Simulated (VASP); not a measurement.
Set up this calculation in VASP 6.6.1, as the native input.

| Property | Result |
| --- | --- |
| Task | single point |
| Functional | PBE |
| Potentials or basis | VASP PAW PBE potentials, release 64 (Ni, Si) |
| Cutoff | 520 eV |
| k mesh | 12 × 12 × 12 |
| Occupations | methfessel-paxton, width 0.05 eV |
| Spin | collinear spin, ferromagnetic start |
| Starting moments | [1.0, 0.0, 0.0] μB |
| Dipole correction | no |
| Further INCAR settings | ALGO = Normal; EDIFF = 1e-06; NBANDS = 20 |

The structure of Si2Ni lies in POSCAR:

```
Si2Ni
1.0
    0.0000000000      2.7030000000      2.7030000000
    2.7030000000      0.0000000000      2.7030000000
    2.7030000000      2.7030000000      0.0000000000
Ni Si
1 2
Direct
    0.0000000000      0.0000000000      0.0000000000
    0.7500000000      0.7500000000      0.7500000000
    0.2500000000      0.2500000000      0.2500000000
```

These files were run (other wordings do the same):

INCAR

```
SYSTEM = Si2Ni
  PREC = Accurate
  ENCUT = 520
  EDIFF = 1E-6
  ISMEAR = 1
  SIGMA = 0.05
  LREAL = .False.
  LASPH = .True.
  NELM = 150
  ALGO = Normal
  ISIF = 2
  LWAVE = .False.
  LCHARG = .False.
  ISPIN = 2
  MAGMOM = 1 0 0
  LORBIT = 11
  LMAXMIX = 4
  GGA = PE
  NBANDS = 20
```

KPOINTS

```
regular mesh
0
Gamma
  12 12 12
  0 0 0
```

Potentials or basis: VASP PAW PBE potentials, release 64 (Ni, Si).

Run with:

```bash
$ cat potpaw_PBE.64/Ni/POTCAR potpaw_PBE.64/Si/POTCAR > POTCAR
$ mpirun -np 1 vasp_std > vasp.out
```

Results of the run:

```
Pressure                                              : 3.2 GPa
Band gap on the k mesh                                : zero (filled and empty bands overlap)
Net moment                                            : 0.00 μB per cell
Valence electrons inside the program's atomic spheres : Ni 9.81; Si 1.58
```

Caveat: the cell stands under pressure; the moments typed at the start vanished in this run.

It took 2.9 min on 1 thread of Intel Xeon 8259CL, with other jobs on the host, peak memory 0.23 GiB.
